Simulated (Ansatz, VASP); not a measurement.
**Two plane-wave programs on Nb2H**

```
CELL_PARAMETERS angstrom
4.34424 0.00000 0.00000
0.00000 4.34424 0.00000
0.00000 0.00000 4.34424
ATOMIC_POSITIONS crystal
Nb 0.25000 0.25000 0.25000
Nb 0.75000 0.75000 0.25000
Nb 0.75000 0.25000 0.75000
Nb 0.25000 0.75000 0.75000
H 0.50000 0.50000 0.50000
H 0.00000 0.00000 0.00000
```

Alike in both runs: functional PBE; k mesh 4 × 4 × 4; occupations gaussian, width 0.1 eV; no spin polarisation.

Ansatz relaxed the structure, and its values are those at the end. VASP's run is a single point on that final structure, the one shown.

```csv
,VASP,Ansatz
version,VASP 6.6.1,Ansatz 0.2.0
potentials or method,"VASP PAW PBE potentials, release 64 (Nb_sv, H), cutoff 520 eV","scalar-relativistic, plane waves, PAW"
valence electrons in the cell,54,54
```

Ansatz gave:

| Property | Result |
| --- | --- |
| gap on the k mesh at the Fermi level (eV) | none |
| pressure (GPa) | 0.3 |

Which values does VASP return?

gap on the k mesh at the Fermi level (eV): none; pressure (GPa): 0.0.

A gap of «none» marks a metal or a gap that the smearing closes. The functional is the same, so the differences come from potentials, cutoffs and numerics.

The k mesh is coarse, so the values compare programs but aren't converged.
